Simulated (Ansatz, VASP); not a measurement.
Two plane-wave programs on Sb

The input INCAR:

```
SYSTEM = Sb
PREC = Accurate
ENCUT = 520
EDIFF = 1E-6
ISMEAR = 0
SIGMA = 0.15
LREAL = .FALSE.
LASPH = .TRUE.
NELM = 60
ALGO = Normal
ISIF = 2
LWAVE = .FALSE.
LCHARG = .TRUE.
LELF = .TRUE.
LVHAR = .TRUE.
NBANDS = 8
```

The input KPOINTS:

```
Automatic mesh
0
G
  20 20 20
  0 0 0
```

POSCAR

```
Sb
1.0
    0.0000000000      2.1126432727      2.9872775875
    2.1126432727      0.0000000000      2.9872775875
    2.1126432727      2.1126432727      0.0000000000
Sb
1
Direct
    0.0000000000      0.0000000000      0.0000000000
```

Input for Ansatz:

```yaml
crystal:
  lattice:
    - [0.0, 2.1126432727, 2.9872775875]
    - [2.1126432727, 0.0, 2.9872775875]
    - [2.1126432727, 2.1126432727, 0.0]
  atoms:
    - { symbol: Sb, position: [0.0, 0.0, 0.0] }
basis:
  ecutwfc: 420
kpoints:
  mp_grid: { grid: [20, 20, 20] }
hamiltonian:
  xc: lda
scf:
  occupations: { method: gaussian, width: 0.15 }
output:
  forces: true
  stress: true
  eigenvalues: true
```

Alike in both runs: task single point; functional LDA; k mesh 20 × 20 × 20; occupations gaussian, width 0.15 eV; no spin polarisation.

```csv
,VASP,Ansatz
version,VASP 6.6.1,Ansatz 0.2.0
potentials or method,"VASP PAW LDA potentials, release 64 (Sb), cutoff 520 eV","scalar-relativistic, plane waves, PAW"
valence electrons in the cell,5,15
```

```csv
,VASP,Ansatz,Ansatz less VASP
gap on the k mesh at the Fermi level (eV),none,none,-
pressure (GPa),1.2,0.9,-0.21
"traceless stress, the component that is largest in VASP (GPa)",-3.41,-3.29,+0.122
```

LDA's correlation is that of Perdew and Zunger in VASP and of Perdew and Wang (1992) in Ansatz. A gap of «none» marks a metal or a gap that the smearing closes. VASP's potentials hold 5 valence electrons a cell and Ansatz's 15, so a difference there can come from the potentials and not from the codes.

Neither program's run includes spin-orbit coupling.
